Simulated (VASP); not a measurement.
Input of a VASP 6.6.1 run:

File INCAR:

```
SYSTEM = CuI
PREC = Accurate ; ENCUT = 520
EDIFF = 1E-6 ; ISMEAR = -1
SIGMA = 0.05 ; LREAL = .False.
LASPH = .True. ; NELM = 60
ALGO = Normal ; ISIF = 2
LWAVE = .False. ; LCHARG = .False.
GGA = CA ; NBANDS = 26
```

Contents of KPOINTS:

```
Automatic mesh
0
Gamma
  7 7 4
  0 0 0
```

Contents of POSCAR:

```
CuI
1.0
    4.1440207334      0.0000000000      0.0000000000
    0.0000000000      4.1440207334      0.0000000000
    0.0000000000      0.0000000000      6.6376713220
I Cu
2 2
Direct
    0.0000000000      0.5000000000      0.7430343600
    0.5000000000      0.0000000000      0.2569656400
    0.0000000000      0.0000000000      0.0000000000
    0.5000000000      0.5000000000      0.0000000000
```

Potentials or basis: VASP PAW LDA potentials, release 64 (I, Cu).

The run is started by

```console
$ cat potpaw_LDA.64/I/POTCAR potpaw_LDA.64/Cu/POTCAR > POTCAR
$ mpirun -np 1 vasp_std > vasp.out
```

Problem. What does it give for the pressure?

Solution. -5.0 GPa.

Problem. What does it give for the band gap on the k mesh?

Solution. 1.38 eV.

Problem. What does it give for the largest force?

Solution. 0.769 eV/Å.

Forces in eV/Å, atoms in the order of the input:
```
I    0.000  0.000  0.769
I    0.000  0.000 -0.769
Cu   0.000  0.000  0.000
Cu   0.000  0.000  0.000
```

Caveat: the cell stands under tension; spin-orbit coupling is left out, which moves the levels of the heavy elements.
